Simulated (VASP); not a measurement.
Ir: single point with r2SCAN

Ir:

```
Ir
1.0
     0.00000    1.92285    1.92285
     1.92285    0.00000    1.92285
     1.92285    1.92285    0.00000
Ir
1
Direct
  0.00000 0.00000 0.00000
```

* Program: VASP 6.6.1
* Task: single point
* Functional: r2SCAN
* Potentials or basis: VASP PAW PBE potentials, release 64 (Ir)
* Cutoff: 520 eV
* k mesh: 14 × 14 × 14
* Occupations: methfessel-paxton, width 0.01 eV
* Spin: no spin polarisation

```
Pressure : 2.2 GPa
```

Levels at points of the mesh, in eV from the Fermi level:
```csv
k point,band 1,band 2,band 3,band 4,band 5,band 6,band 7,band 8
"(0.00, 0.00, 0.00)",-11.36,-3.86,-3.86,-3.86,-1.17,-1.17,15.22,21.06
"(0.50, 0.00, 0.00)",-8.25,-4.01,-4.01,-0.58,1.03,1.03,7.72,14.85
"(0.50, 0.50, 0.00)",-8.04,-7.46,0.94,1.67,1.67,1.89,11.11,12.42
```

Run time: 23 s on 1 thread of Intel(R) Xeon(R) 6975P-C (Granite Rapids), with other jobs on the host, peak memory 0.14 GiB.

Caveat: the PAW data sets were made with another functional, which shifts forces and pressure a little; spin-orbit coupling is left out, which moves the levels of the heavy elements.
